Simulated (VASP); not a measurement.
# PtC3 (P4/mmm) in VASP: a series of runs

The runs below take PtC3 through single point, relaxation of cell and atoms, with PBE.

Program: VASP 6.6.1. These are calculated values, not measurements. Logs are shortened: lines on timing, memory, paths and dates and some standing lists are left out, and cuts for length are marked.

## (1) The cell of the first run

The structure is tetragonal, space group P4/mmm (No. 123). The conventional cell has a = 3.663 Å, b = 3.663 Å, c = 2.861 Å, α = 90.00°, β = 90.00°, γ = 90.00°. Pt (site symmetry 4/mmm) has 12 C at 2.32 to 2.59 Å and 2 Pt at 2.86 Å within 3.1 Å. Within 3.1 Å of C (site symmetry mmm) lie 4 Pt at 2.32 Å and 10 C at 2.32 to 2.86 Å. Within 3.1 Å of C (site symmetry 4/mmm) lie 10 C at 2.32 to 2.86 Å and 4 Pt at 2.59 Å.

## (2) Single point, PBE

INCAR

```
PREC     = Accurate       # precision mode
ENCUT    = 520            # plane-wave cutoff, eV
EDIFF    = 1E-6           # SCF threshold, eV
ISMEAR   = 0              # smearing method
SIGMA    = 0.1            # smearing width, eV
LREAL    = False          # projectors in reciprocal space
LASPH    = True           # aspherical terms in the spheres
NELM     = 80             # most SCF steps
ALGO     = Normal         # electronic algorithm
ISIF     = 2              # what is computed and relaxed
LWAVE    = False          # write WAVECAR
LCHARG   = True           # write CHGCAR
GGA      = PE             # functional
LELF     = True           # ELF
LVHAR    = True         
NBANDS   = 19             # bands
```

KPOINTS

```
Automatic mesh
0
Gamma
  6 6 6
```

POSCAR

```
PtC3
1.0
    3.6631251791      0.0000000000      0.0000000000
    0.0000000000      3.6631251791      0.0000000000
    0.0000000000      0.0000000000      2.8612906055
Pt C
1 3
Direct
    0.0000000000      0.0000000000      0.0000000000
    0.0000000000      0.5000000000      0.5000000000
    0.5000000000      0.0000000000      0.5000000000
    0.5000000000      0.5000000000      0.0000000000
```

Potentials or basis: VASP PAW PBE potentials, release 64 (Pt, C).

Run with:

```
> cat potpaw_PBE.64/Pt/POTCAR potpaw_PBE.64/C/POTCAR > POTCAR
> mpirun -np 1 vasp_std > vasp.out
```

OUTCAR:

```text
PREC = Accurate
   ENCUT = 520
   EDIFF = 1E-6
   ISMEAR = 0
   LREAL = False
   LASPH = True
   NELM = 80
   ISIF = 2
   GGA = PE

 ion  position               nearest neighbor table
   1  0.000  0.000  0.000-   2 2.32   3 2.32   2 2.32   3 2.32   2 2.32   2 2.32   3 2.32   3 2.32
                             4 2.59   4 2.59   4 2.59   4 2.59
   2  0.000  0.500  0.500-   1 2.32   1 2.32   1 2.32   1 2.32
   3  0.500  0.000  0.500-   1 2.32   1 2.32   1 2.32   1 2.32
   4  0.500  0.500  0.000-   1 2.59   1 2.59   1 2.59   1 2.59

  LATTYP: Found a simple tetragonal cell.
 ALAT       =     3.6631251791
 C/A-ratio  =     0.7811064230

  Lattice vectors:

 A1 = (   3.6631251791,   0.0000000000,   0.0000000000)
 A2 = (   0.0000000000,   3.6631251791,   0.0000000000)
 A3 = (   0.0000000000,   0.0000000000,   2.8612906055)

Analysis of symmetry for initial positions (statically):
=====================================================================
 Subroutine PRICEL returns:
 Original cell was already a primitive cell.

 Routine SETGRP: Setting up the symmetry group for a
 simple tetragonal supercell.

 Subroutine GETGRP returns: Found 16 space group operations
 (whereof 16 operations were pure point group operations)
 out of a pool of 16 trial point group operations.

The static configuration has the point symmetry D_4h.

Analysis of symmetry for dynamics (positions and initial velocities):
=====================================================================
 Subroutine PRICEL returns:
 Original cell was already a primitive cell.

 Routine SETGRP: Setting up the symmetry group for a
 simple tetragonal supercell.

 Subroutine GETGRP returns: Found 16 space group operations
 (whereof 16 operations were pure point group operations)
 out of a pool of 16 trial point group operations.

The dynamic configuration has the point symmetry D_4h.

 Subroutine INISYM returns: Found 16 space group operations
 (whereof 16 operations are pure point group operations),
 and found     1 'primitive' translations

----------------------------------------------------------------------------------------

                                     Primitive cell

  volume of cell :      38.3942

[... 82 lines left out ...]
 SYSTEM =  unknown system
   PREC   = accura    normal or accurate (medium, high low for compatibility)
   ISTART =      0    job   : 0-new  1-cont  2-samecut
   ICHARG =      2    charge: 1-file 2-atom 10-const
   ISPIN  =      1    spin polarized calculation?
   LNONCOLLINEAR =      F non collinear calculations
   LSORBIT =      F    spin-orbit coupling
   LASPH  =      T    aspherical Exc in radial PAW
   ENCUT  =  520.0 eV  38.22 Ry    6.18 a.u.   6.81  6.81  5.32*2*pi/ulx,y,z
   NELM   =     80;   NELMIN=  2; NELMDL= -5     # of ELM steps
   EDIFF  = 0.1E-05   stopping-criterion for ELM
   LREAL  =      F    real-space projection
   EDIFFG = 0.1E-04   stopping-criterion for IOM
   NSW    =      0    number of steps for IOM
   IBRION =     -1    ionic relax: 0-MD 1-quasi-New 2-CG
   NFREE  =      0    steps in history (QN), initial steepest desc. (CG)
   ISIF   =      2    stress and relaxation
   ISYM   =      2    0-nonsym 1-usesym 2-fastsym
   POTIM  = 0.5000    time-step for ionic-motion
   TEBEG  =    0.0;   TEEND  =   0.0 temperature during run
   PSTRESS=    0.0 pullay stress
   NELECT =      22.0000    total number of electrons
   NUPDOWN=      -1.0000    fix difference up-down
   EMIN   =  10.00;   EMAX   =-10.00  energy-range for DOS
   EFERMI =   0.00;   METHOD = LEGACY
   ISMEAR =     0;   SIGMA  =   0.10  broadening in eV -4-tet -1-fermi 0-gaus
   EFERMI_NEDOS =   21; number of points for ismear=-14 and -15
   IALGO  =     38    algorithm
   IMIX   =      4    mixing-type and parameters
     AMIX     =   0.40;   BMIX     =  1.00
     AMIX_MAG =   1.60;   BMIX_MAG =  1.00
  volume/ion in A,a.u.               =       9.60        64.77
  Fermi-wavevector in a.u.,A,eV,Ry     =   1.359755  2.569564 25.156258  1.848933
  Thomas-Fermi vector in A             =   2.486475
   LORBIT       =      0    0 simple, 1 ext, 2 COOP (PROOUT), +10 PAW based schemes
   GGA     = PE    functional components
   LHFCALC =     F    Hartree Fock is set to
   AEXX    =    0.0000 exact exchange contribution
   IVDW    =     0    specifies the selected vdW correction
   LEPSILON=     F    determine dielectric tensor
   LRPA    =     F    only Hartree local field effects (RPA)
 non-spin polarized calculation
 Gauss-broadening in eV      SIGMA  =   0.10
  energy-cutoff  :      520.00
  volume of cell :       38.39
 maximum number of plane-waves:      1058
 NGX is ok and might be reduce to    28

 number of electron      22.0000003 magnetization

 Free energy of the ion-electron system (eV)
  ---------------------------------------------------
  ext. energy  EPLUGINS =         0.00000000
  ---------------------------------------------------
  free energy    TOTEN  =       -20.65610480 eV

  energy without entropy =      -20.64578109  energy(sigma->0) =      -20.65094295

 E-fermi :   8.7411     XC(G=0): -12.7804

 val. band max:        8.7177560679   @ k =   0.3333   0.0000   0.0000
 cond. band min:       8.7627318092   @ k =   0.5000   0.0000   0.1667
 fundamental gap:      0.0449757413
 Fermi energy:         8.7410739406

 k-point     1 :       0.0000    0.0000    0.0000
  band No.  band energies     occupation
      1      -7.2802      2.00000
      2      -1.4998      2.00000
      3       1.0133      2.00000
      4       3.0426      2.00000
      5       3.0426      2.00000
      6       4.9929      2.00000
[... 505 lines left out ...]
      6       3.2388      2.00000
[... 11 lines left out ...]
     18      17.0076      0.00000
     19      20.0740      0.00000

 [... further k-points ...]
[... 5 lines left out ...]
  --------------------------------------------------------------------------------------
  -------------------------------------------------------------------------------------
  Total       -0.0055793     -0.0055793      0.0040840      0.0000000      0.0000000      0.0000000
  in kB       -0.2328228     -0.2328228      0.1704233      0.0000000      0.0000000      0.0000000
  external PRESSURE =      -0.0984075 kB  Pullay stress =       0.0000000 kB

 VOLUME and BASIS-vectors are now :
 -----------------------------------------------------------------------------
  energy-cutoff  :      520.00
  volume of cell :       38.39
      direct lattice vectors                 reciprocal lattice vectors
     3.663125179  0.000000000  0.000000000     0.272990944  0.000000000  0.000000000
     0.000000000  3.663125179  0.000000000     0.000000000  0.272990944  0.000000000
     0.000000000  0.000000000  2.861290605     0.000000000  0.000000000  0.349492637

 POSITION                                       TOTAL-FORCE (eV/Angst)
 -----------------------------------------------------------------------------------
      0.00000      0.00000      0.00000         0.000000      0.000000      0.000000
      0.00000      1.83156      1.43065         0.000000      0.000000      0.000000
      1.83156      0.00000      1.43065         0.000000      0.000000      0.000000
      1.83156      1.83156      0.00000         0.000000      0.000000      0.000000
 -----------------------------------------------------------------------------------
    total drift:                               -0.000000      0.000000      0.000000

  FREE ENERGIE OF THE ION-ELECTRON SYSTEM (eV)
  ---------------------------------------------------
  free  energy   TOTEN  =       -20.6561048027 eV

  energy  without entropy=      -20.6457810947  energy(sigma->0) =      -20.65094295
```

OSZICAR:

```text
N       E                     dE             d eps       ncg     rms          rms(c)
DAV:   1     0.799911772915E+02    0.79991E+02   -0.11039E+04  1552   0.108E+03
DAV:   2    -0.190155263660E+02   -0.99007E+02   -0.94169E+02  1902   0.215E+02
DAV:   3    -0.231162191517E+02   -0.41007E+01   -0.39807E+01  1694   0.398E+01
DAV:   4    -0.231527651070E+02   -0.36546E-01   -0.36494E-01  1683   0.412E+00
DAV:   5    -0.231529975358E+02   -0.23243E-03   -0.23243E-03  1723   0.341E-01    0.205E+01
DAV:   6    -0.239378913010E+02   -0.78489E+00   -0.54892E+01  1586   0.421E+01    0.296E+01
DAV:   7    -0.209316251462E+02    0.30063E+01   -0.47956E+00  1562   0.223E+01    0.106E+01
DAV:   8    -0.207129381167E+02    0.21869E+00   -0.20601E+00  1622   0.111E+01    0.354E+00
DAV:   9    -0.206633463038E+02    0.49592E-01   -0.21596E-01  1619   0.356E+00    0.853E-01
DAV:  10    -0.206576908088E+02    0.56555E-02   -0.11433E-02  1604   0.741E-01    0.481E-01
DAV:  11    -0.206564538203E+02    0.12370E-02   -0.33089E-03  1616   0.348E-01    0.246E-01
DAV:  12    -0.206561073919E+02    0.34643E-03   -0.12957E-03  1649   0.278E-01    0.302E-02
DAV:  13    -0.206561044022E+02    0.29897E-05   -0.66047E-05  1631   0.617E-02    0.787E-03
DAV:  14    -0.206561048027E+02   -0.40048E-06   -0.25017E-06  1477   0.945E-03
   1 F= -.20656105E+02 E0= -.20650943E+02  d E =-.103237E-01
```

stdout:

```text
POSCAR found type information on POSCAR PtC
 POSCAR found :  2 types and       4 ions
 scaLAPACK will be used
 LDA part: xc-table for (Slater+PW92), standard interpolation
 POSCAR, INCAR and KPOINTS ok, starting setup
 FFT: planning ... GRIDC
 FFT: planning ... GRID_SOFT
 FFT: planning ... GRID
 WAVECAR not read
 entering main loop
```

Run time: 20 s. Hardware: 1 thread of Intel Xeon Platinum 8259CL at 2.50GHz (Skylake/Cascade Lake), shared host; peak memory 0.17 GiB.

What came out:

* Free energy: -20.6561 eV
* Pressure: 0.0 GPa
* Band gap on the k mesh: zero (band 11 reaches 9.99 eV, above the bottom of band 12 at 8.00 eV)

Levels at points of the mesh, in eV from the Fermi level:
```
           k point  band 8  band 9  band 10  band 11  band 12  band 13  band 14  band 15
(0.00, 0.00, 0.00)   -2.99   -2.99    -2.22    -0.42    -0.11    -0.11     1.38     4.25
(0.50, 0.00, 0.00)   -2.95   -2.52    -0.05     0.27     1.07     1.17     1.34     2.76
(0.50, 0.50, 0.00)   -3.60   -2.17     1.07     1.25     1.25     1.29     2.49     3.50
(0.00, 0.00, 0.50)   -2.17   -1.29    -1.29    -0.39    -0.04     0.38     0.38     3.46
(0.50, 0.00, 0.50)   -3.12   -1.35    -1.35    -0.88    -0.61    -0.37     1.89     4.56
(0.50, 0.50, 0.50)   -3.15   -2.30    -1.82    -0.70    -0.70     1.98     2.44     3.06
```

Caveat: the k points lie up to 0.37 Å⁻¹ apart; spin-orbit coupling is left out, which moves the levels of the heavy elements.

## (3) Single point, PBE

This run uses another cell than the first one, of the same volume but with other edges.

INCAR

```
PREC = Accurate
ENCUT = 520
EDIFF = 1E-6
ISMEAR = 0
SIGMA = 0.1
LREAL = F
LASPH = T
NELM = 100
ALGO = Normal
ISIF = 2
LWAVE = F
LCHARG = F
GGA = PE
NBANDS = 19
```

KPOINTS

```
Automatic mesh
0
Gamma
  12 12 16
```

POSCAR

```
PtC3
1.0
    3.6160822727      0.0000000000      0.0000000000
    0.0000000000      3.6160822727      0.0000000000
    0.0000000000      0.0000000000      2.9371193597
Pt C
1 3
Direct
    0.0000000000      0.0000000000      0.0000000000
    0.0000000000      0.5000000000      0.5000000000
    0.5000000000      0.0000000000      0.5000000000
    0.5000000000      0.5000000000      0.0000000000
```

Potentials or basis: VASP PAW PBE potentials, release 64 (Pt, C).

Run with:

```
> cat potpaw_PBE.64/Pt/POTCAR potpaw_PBE.64/C/POTCAR > POTCAR
> mpirun -np 1 vasp_std > vasp.out
```

OUTCAR:

```text
PREC = Accurate
   ENCUT = 520
   EDIFF = 1E-6
   ISMEAR = 0
   LREAL = F
   LASPH = T
   NELM = 100
   ISIF = 2
   GGA = PE

 ion  position               nearest neighbor table
   1  0.000  0.000  0.000-   2 2.33   3 2.33   2 2.33   3 2.33   2 2.33   2 2.33   3 2.33   3 2.33
                             4 2.56   4 2.56   4 2.56   4 2.56
   2  0.000  0.500  0.500-   1 2.33   1 2.33   1 2.33   1 2.33
   3  0.500  0.000  0.500-   1 2.33   1 2.33   1 2.33   1 2.33
   4  0.500  0.500  0.000-   1 2.56   1 2.56   1 2.56   1 2.56

  LATTYP: Found a simple tetragonal cell.
 ALAT       =     3.6160822727
 C/A-ratio  =     0.8122379797

  Lattice vectors:

 A1 = (   3.6160822727,   0.0000000000,   0.0000000000)
 A2 = (   0.0000000000,   3.6160822727,   0.0000000000)
 A3 = (   0.0000000000,   0.0000000000,   2.9371193597)

Analysis of symmetry for initial positions (statically):
=====================================================================
 Subroutine PRICEL returns:
 Original cell was already a primitive cell.

 Routine SETGRP: Setting up the symmetry group for a
 simple tetragonal supercell.
[... 166 lines left out ...]
  ext. energy  EPLUGINS =         0.00000000
  ---------------------------------------------------
  free energy    TOTEN  =       -20.63502711 eV

  energy without entropy =      -20.62448994  energy(sigma->0) =      -20.62975852

 E-fermi :   8.7155     XC(G=0): -12.7796

 val. band max:        8.7037129280   @ k =   0.3333   0.2500   0.2500
 cond. band min:       8.7212996082   @ k =   0.5000   0.1667   0.3750
 fundamental gap:      0.0175866802
 Fermi energy:         8.7154627879

 k-point     1 :       0.0000    0.0000    0.0000
  band No.  band energies     occupation
      1      -7.2877      2.00000
      2      -1.2650      2.00000
      3       0.9880      2.00000
      4       3.1673      2.00000
      5       3.1673      2.00000
      6       5.0501      2.00000
[... 505 lines left out ...]
      6       4.2854      2.00000
[... 11 lines left out ...]
     18      18.4204      0.00000
     19      21.3388      0.00000

 [... further k-points ...]
[... 5 lines left out ...]
  --------------------------------------------------------------------------------------
  -------------------------------------------------------------------------------------
  Total       -0.0155540     -0.0155540     -0.0145230      0.0000000      0.0000000      0.0000000
  in kB       -0.6488638     -0.6488638     -0.6058530      0.0000000      0.0000000      0.0000000
  external PRESSURE =      -0.6345269 kB  Pullay stress =       0.0000000 kB

 VOLUME and BASIS-vectors are now :
 -----------------------------------------------------------------------------
  energy-cutoff  :      520.00
  volume of cell :       38.41
      direct lattice vectors                 reciprocal lattice vectors
     3.616082273  0.000000000  0.000000000     0.276542381  0.000000000  0.000000000
     0.000000000  3.616082273  0.000000000     0.000000000  0.276542381  0.000000000
     0.000000000  0.000000000  2.937119360     0.000000000  0.000000000  0.340469650

 POSITION                                       TOTAL-FORCE (eV/Angst)
 -----------------------------------------------------------------------------------
      0.00000      0.00000      0.00000         0.000000      0.000000      0.000000
      0.00000      1.80804      1.46856         0.000000      0.000000      0.000000
      1.80804      0.00000      1.46856         0.000000      0.000000      0.000000
      1.80804      1.80804      0.00000         0.000000      0.000000      0.000000
 -----------------------------------------------------------------------------------
    total drift:                               -0.000000      0.000000      0.000000

  FREE ENERGIE OF THE ION-ELECTRON SYSTEM (eV)
  ---------------------------------------------------
  free  energy   TOTEN  =       -20.6350271066 eV

  energy  without entropy=      -20.6244899431  energy(sigma->0) =      -20.62975852
```

It took 1.7 min on 1 thread of Intel Xeon Platinum 8259CL at 2.50GHz (Skylake/Cascade Lake), shared host; peak memory 0.28 GiB.

What came out:

| Item | Value |
| --- | --- |
| Free energy | -20.6350 eV |
| Pressure | -0.1 GPa |
| Band gap on the k mesh | zero (band 11 reaches 9.76 eV, above the bottom of band 12 at 8.00 eV) |

Caveat: spin-orbit coupling is left out, which moves the levels of the heavy elements.

## (4) Relaxation of cell and atoms, PBE

INCAR

```
PREC = Accurate ; ENCUT = 600
EDIFF = 1E-6 ; ISMEAR = 0
SIGMA = 0.1 ; LREAL = F
LASPH = T ; NELM = 60
ALGO = Normal ; ISIF = 3
LWAVE = F ; LCHARG = F
GGA = PE ; IBRION = 2
NSW = 100 ; EDIFFG = -0.01
```

KPOINTS

```
regular mesh
0
Gamma
  12 12 16
```

POSCAR

```
PtC3
1.0
    3.6631251791      0.0000000000      0.0000000000
    0.0000000000      3.6631251791      0.0000000000
    0.0000000000      0.0000000000      2.8612906055
Pt C
1 3
Direct
    0.0000000000      0.0000000000      0.0000000000
    0.0000000000      0.5000000000      0.5000000000
    0.5000000000      0.0000000000      0.5000000000
    0.5000000000      0.5000000000      0.0000000000
```

Run with:

```
> cat potpaw_PBE.64/Pt/POTCAR potpaw_PBE.64/C/POTCAR > POTCAR
> mpirun -np 1 vasp_std > vasp.out
```

It took 9.5 min on 1 thread of Intel Xeon Platinum 8259CL at 2.50GHz (Skylake/Cascade Lake), shared host; peak memory 0.32 GiB.

It converged, with:

- Free energy: -20.6359 eV
- Relaxed volume: 9.59 Å³/atom
- Relaxed cell: a = 3.615 Å, b = 3.615 Å, c = 2.937 Å, α = 90.00°, β = 90.00°, γ = 90.00°
- Space group after relaxing (to 0.05 Å): P4/mmm (No. 123)
- Energy gained by relaxing: 2.5 meV/atom
- Ionic steps: 9
- Pressure after relaxing: 0.0 GPa
- Band gap on the k mesh: zero (band 11 reaches 9.77 eV, above the bottom of band 12 at 8.01 eV)

Step by step:
```
step  energy change (eV)  largest force (eV/Å)  pressure (GPa)  volume (Å³)
   1              0.0000                0.0000           -0.30        38.39
   2             -0.0031                0.0000            0.24        38.29
   3             -0.0071                0.0000            1.99        37.99
   4             -0.0083                0.0000            1.64        38.06
   5             -0.0096                0.0000            0.68        38.25
   6             -0.0099                0.0000            0.44        38.29
   7             -0.0101                0.0000            0.15        38.35
   8             -0.0100                0.0000           -0.45        38.45
   9             -0.0101                0.0000            0.03        38.38
```

Final structure:
```yaml
crystal:
  lattice:
    - [3.61468, 0.00000, 0.00000]
    - [0.00000, 3.61468, 0.00000]
    - [0.00000, 0.00000, 2.93719]
  atoms:
    - { symbol: Pt, position: [0.00000, 0.00000, 0.00000] }
    - { symbol: C, position: [0.00000, 0.50000, 0.50000] }
    - { symbol: C, position: [0.50000, 0.00000, 0.50000] }
    - { symbol: C, position: [0.50000, 0.50000, 0.00000] }
```

Levels at points of the mesh, in eV from the Fermi level:
| k point | band 7 | band 8 | band 9 | band 10 | band 11 | band 12 | band 13 | band 14 | band 15 |
| --- | --- | --- | --- | --- | --- | --- | --- | --- | --- |
| (0.00, 0.00, 0.00) | -3.09 | -3.09 | -3.07 | -2.69 | -0.52 | 0.10 | 0.10 | 1.20 | 4.19 |
| (0.50, 0.00, 0.00) | -4.07 | -3.04 | -2.33 | -0.04 | 0.13 | 0.89 | 1.02 | 1.24 | 2.98 |
| (0.50, 0.50, 0.00) | -4.14 | -3.29 | -1.95 | 0.77 | 0.88 | 1.09 | 1.09 | 2.80 | 3.48 |
| (0.00, 0.00, 0.50) | -3.34 | -1.91 | -1.33 | -1.33 | -0.79 | 0.15 | 0.47 | 0.47 | 3.62 |
| (0.50, 0.00, 0.50) | -3.04 | -2.96 | -1.23 | -1.15 | -0.85 | -0.68 | -0.46 | 2.09 | 4.47 |
| (0.50, 0.50, 0.50) | -5.38 | -3.04 | -2.26 | -1.66 | -0.57 | -0.57 | 2.03 | 2.25 | 3.28 |

Caveat: spin-orbit coupling is left out, which moves the levels of the heavy elements.

## (5) The runs side by side

```tsv
task	cell	k mesh	cutoff (eV)	gap on the mesh (eV)	pressure (GPa)
single point	a = 3.663, b = 3.663, c = 2.861 Å, 4 atoms	6 × 6 × 6	520	none	0.0
single point	a = 3.616, b = 3.616, c = 2.937 Å, 4 atoms	12 × 12 × 16	520	none	-0.1
relaxation of cell and atoms	relaxed from a = 3.663, b = 3.663, c = 2.861 Å, 4 atoms	12 × 12 × 16	600	none	0.0
```

Alike in all rows: level PBE; potentials or basis VASP PAW PBE potentials, release 64 (Pt, C); no spin polarisation; smearing gaussian 0.1 eV.

Caveats: some runs use coarse meshes; spin-orbit coupling is left out, which moves the levels of the heavy elements.

Absolute energies hang on the potentials; compare differences alone.
